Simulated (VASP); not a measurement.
Here is a VASP 6.6.1 calculation.

Contents of INCAR:

```
PREC = Accurate
ENCUT = 520
EDIFF = 1E-6
ISMEAR = 0
SIGMA = 0.01
LREAL = False
LASPH = True
NELM = 100
ALGO = Normal
ISIF = 2
LWAVE = False
LCHARG = False
GGA = CA
NBANDS = 11
```

KPOINTS

```
regular mesh
0
Gamma
  12 12 12
```

POSCAR

```
C
1.0
    1.7609134856      1.7609134856      0.0000000000
   -1.7609134856      1.7609134856      0.0000000000
    0.0000000000      1.7609134856      1.7609134856
C
2
Direct
    0.5000000000      0.5000000000      0.0000000000
    0.7500000000      0.2500000000      0.5000000000
```

Potentials or basis: VASP PAW LDA potentials, release 64 (C).

The run is started by

```bash
$ cat potpaw_LDA.64/C/POTCAR > POTCAR
$ mpirun -np 1 vasp_std > vasp.out
```

Task: Estimate the pressure.

Result: 5.7 GPa.

Task: Predict the band gap on the k mesh.

Result: 4.22 eV, indirect (least direct gap 5.65 eV).

A k mesh can miss the band edges. A hybrid or GW would open this gap; LDA tends to underestimate it.
